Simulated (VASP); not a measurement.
Runs of VASP 6.6.1 on TiRh3. The structure is that of space group Pm-3m (No. 221), or close to it. The cells are those of the table. 

| task | cell | gap on the mesh (eV) | pressure (GPa) |
| --- | --- | --- | --- |
| electric field gradients | a = 3.822, b = 3.822, c = 3.860 Å, 4 atoms | none | (a) |
| electric field gradients | a = 3.822, b = 3.822, c = 3.784 Å, 4 atoms | none | -7.2 |
| electric field gradients | a = 3.822 Å, 4 atoms | none | -9.6 |
| single point | a = 3.822 Å, 4 atoms | none | -9.6 |
| electric field gradients | a = 3.822 Å, angles 91.1°, 4 atoms | none | -9.3 |
| single point | a = 3.822, b = 3.822, c = 3.898 Å, 4 atoms | none | -13.9 |

Alike in all rows: level LDA; potentials or basis VASP PAW LDA potentials, release 64 (Ti_sv, Rh_pv); no spin polarisation; k mesh 10 × 10 × 10; cutoff (eV) 520; smearing fermi-dirac 0.03 eV.

Question: Fill in the values left out.

Answer: (a) -11.8.

A k mesh can miss the band edges, and the runs leave out spin-orbit coupling on Rh.

A gap of «none» marks levels without a gap at the run's occupations.
